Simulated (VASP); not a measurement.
Input of a VASP 6.6.1 run:

The input INCAR:

```
PREC = Accurate ; ENCUT = 600
EDIFF = 1E-6 ; ISMEAR = 0
SIGMA = 0.2 ; LREAL = F
LASPH = T ; NELM = 60
ALGO = Normal ; ISIF = 3
LWAVE = F ; LCHARG = F
GGA = PE ; IBRION = 2
NSW = 36 ; EDIFFG = -0.08
```

KPOINTS

```
regular mesh
0
Gamma
  4 4 4
```

Contents of POSCAR:

```
InTe4
1.0
   -3.2138989300      3.2138989300      4.0230407300
    3.2138989300     -3.2138989300      4.0230407300
    3.2138989300      3.2138989300     -4.0230407300
In Te
1 4
Direct
    0.0000000000      0.0000000000      0.0000000000
    0.5000000000      0.5000000000      0.5000000000
    0.0000000000      0.0000000000      0.5000000000
    0.5000000000      0.0000000000      0.0000000000
    0.0000000000      0.5000000000      0.0000000000
```

Potentials or basis: VASP PAW PBE potentials, release 64 (In_d, Te).

Launch:

```sh
$ cat potpaw_PBE.64/In_d/POTCAR potpaw_PBE.64/Te/POTCAR > POTCAR
$ mpirun -np 1 vasp_std > vasp.out
```

(1) Predict the relaxed cell.

(2) Estimate the band gap on the k mesh.

(3) Predict the relaxed volume.

(4) Estimate the space group after relaxing (to 0.1 Å).

Answers

(1) a = 6.832 Å, b = 6.832 Å, c = 6.832 Å, α = 125.78°, β = 125.78°, γ = 80.25°.

(2) zero (an odd number of electrons rules out a gap without spin polarisation).

(3) 40.51 Å³/atom.

(4) I4/mmm (No. 139).

Caveat: the volume moved by over 15 % at a fixed basis, so the end points are rough; the highest band is partly filled, so the run has too few bands; spin-orbit coupling is left out, which moves the levels of the heavy elements; an odd number of electrons without spin polarisation forces a metal; a magnetic or distorted state may lie lower.
